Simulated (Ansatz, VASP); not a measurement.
## Ta2Ga: VASP beside Ansatz

```xyz
3
Lattice="4.7106 0.0000 0.0000 -2.3553 4.0795 0.0000 0.0000 0.0000 2.7692" Properties=species:S:1:pos:R:3 pbc="T T T"
Ta    0.0000    2.7196    1.3846
Ta    2.3553    1.3598    1.3846
Ga    0.0000    0.0000    0.0000
```

Alike in both runs: task relaxation of cell and atoms; functional PBE; k mesh 12 × 12 × 16; occupations gaussian, width 0.1 eV; no spin polarisation.

|  | VASP | Ansatz |
| --- | --- | --- |
| version | VASP 6.6.1 | Ansatz 0.2.0 |
| potentials or method | VASP PAW PBE potentials, release 64 (Ta_pv, Ga_d), cutoff 600 eV | scalar-relativistic, plane waves, PAW |
| valence electrons in the cell | 35 | 39 |

```tsv
	VASP	Ansatz	Ansatz less VASP
gap on the k mesh at the Fermi level, each at its own relaxed structure (eV)	none	none	-
relaxed volume (Å³/atom)	17.76	17.74	-0.027
relaxed length of the cell vector where the two differ most in proportion (Å)	4.704	4.701	-0.0026
```

A gap of «none» marks a metal or a gap that the smearing closes. VASP's potentials hold 35 valence electrons a cell and Ansatz's 39, so a difference there can come from the potentials and not from the codes.

Neither program's run includes spin-orbit coupling.
